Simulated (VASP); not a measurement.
C:

```xyz
2
Lattice="0.0000 1.7801 1.7801 1.7801 0.0000 1.7801 1.7801 1.7801 0.0000" Properties=species:S:1:pos:R:3 pbc="T T T"
C     0.0000    0.0000    0.0000
C     0.8901    0.8901    0.8901
```

Program: VASP 6.6.1. Alike in all runs: task single point; no spin polarisation; cell as given.

Q: Order these runs on this cell by their pressure, lowest first.
A. level HSE06; potentials or basis VASP PAW PBE potentials, release 64 (C); k mesh 8 × 8 × 8; cutoff (eV) 520; smearing gaussian 0.01 eV; grid for exact exchange (PRECFOCK) Normal; screening parameter 0.2079 1/Å
B. level r2SCAN; potentials or basis VASP PAW PBE potentials, release 64 (C_h); k mesh 12 × 12 × 12; cutoff (eV) 910; smearing gaussian 0.01 eV; second run hard_potentials
C. level r2SCAN; potentials or basis VASP PAW PBE potentials, release 64 (C); k mesh 12 × 12 × 12; cutoff (eV) 520; smearing gaussian 0.01 eV
D. level PBE; potentials or basis VASP PAW PBE potentials, release 64 (C); k mesh 12 × 12 × 12; cutoff (eV) 520; smearing fermi-dirac 0.02 eV

A: A (-4.9 GPa), B (-0.8 GPa), C (1.1 GPa), D (4.9 GPa).

Caveats: the PAW data sets were made with another functional, which shifts forces and pressure a little (some runs); the cutoff is under 1.25 times the usual one of these potentials, so pressure, stress and relaxed cells hold a basis-set (Pulay) error (some runs).
